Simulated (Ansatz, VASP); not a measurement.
LiH4BrO2: VASP beside Ansatz

```
CELL_PARAMETERS angstrom
5.26453 0.00000 0.00000
2.62822 5.78503 0.00000
0.88072 2.69711 5.69542
ATOMIC_POSITIONS crystal
Li 0.30640 0.38535 0.48033
Li 0.69360 0.61465 0.51967
H 0.03122 0.86180 0.27785
H 0.96878 0.13820 0.72215
H 0.79651 0.34662 0.28165
H 0.20349 0.65338 0.71835
H 0.58486 0.61532 0.13142
H 0.41514 0.38468 0.86858
H 0.92654 0.76563 0.13429
H 0.07346 0.23437 0.86571
Br 0.24927 0.12358 0.22848
Br 0.75073 0.87642 0.77152
O 0.98427 0.72131 0.29385
O 0.01573 0.27869 0.70615
O 0.61682 0.47803 0.29001
O 0.38318 0.52197 0.70999
```

Change from the starting cell: volume scaled by 0.98.

Alike in both runs: task electric field gradients; functional PBE; k mesh 5 × 4 × 4; occupations fermi-dirac, width 0.02 eV; no spin polarisation.

|  | VASP | Ansatz |
| --- | --- | --- |
| version | VASP 6.6.1 | Ansatz 0.2.0 |
| potentials or method | VASP PAW PBE potentials, release 64 (Li_sv, H, Br, O) | plane-wave PAW, scalar-relativistic |
| plane-wave cutoff (eV) | 520 | 420 |
| valence electrons in the cell | 52 | 52 |

|  | VASP | Ansatz | Ansatz less VASP |
| --- | --- | --- | --- |
| gap on the k mesh at the Fermi level (eV) | 4.58 | 4.58 | +0.001 |
| rms of the force components (eV/Å) | 0.188 | 0.144 | -0.0434 |
| size of Vzz on the site where it differs most (V/Å²) | 136.5 | 138.0 | +1.50 |

Atom by atom the forces differ by 0.046 eV/Å (rms over components). The functional is the same, so the differences come from potentials, cutoffs and numerics.

Noted on VASP's run: the cutoff is under 1.25 times that of the potentials, so the pressure is a little rough.
